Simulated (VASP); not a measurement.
Runs of VASP 6.6.1 on Rh. The structure is that of space group Fm-3m (No. 225), or close to it. The cells are those of the table. 

| task | cell | k mesh | cutoff (eV) | k mesh for the DOS | occupations for the DOS | gap on the mesh (eV) | pressure (GPa) |
| --- | --- | --- | --- | --- | --- | --- | --- |
| single point | a = 2.618 Å, angles 60.0°, 1 atom | 18 × 18 × 18 | 520 | - | - | none | 21.3 |
| single point | a = 2.684 Å, angles 60.0°, 1 atom | 8 × 8 × 8 | 500 | - | - | none | (a) |
| single point | a = 2.699 Å, angles 60.0°, 1 atom | 18 × 18 × 18 | 520 | - | - | none | -8.2 |
| single point | a = 2.646 Å, angles 60.0°, 1 atom | 18 × 18 × 18 | 520 | - | - | none | (b) |
| single point | a = 2.590 Å, angles 60.0°, 1 atom | 18 × 18 × 18 | 520 | - | - | none | 35.3 |
| single point | a = 2.725 Å, angles 60.0°, 1 atom | 18 × 18 × 18 | 520 | - | - | none | -14.9 |

Alike in all rows: level PBEsol; potentials or basis VASP PAW PBE potentials, release 64 (Rh_pv); no spin polarisation; smearing gaussian 0.1 eV.

Question: Fill in the values left out.

Answer: (a) -2.7; (b) 9.5.

Caveats: the PAW data sets were made with another functional, which shifts forces and pressure a little.

A k mesh can miss the band edges, and the runs leave out spin-orbit coupling on Rh.

A gap of «none» marks levels without a gap at the run's occupations.
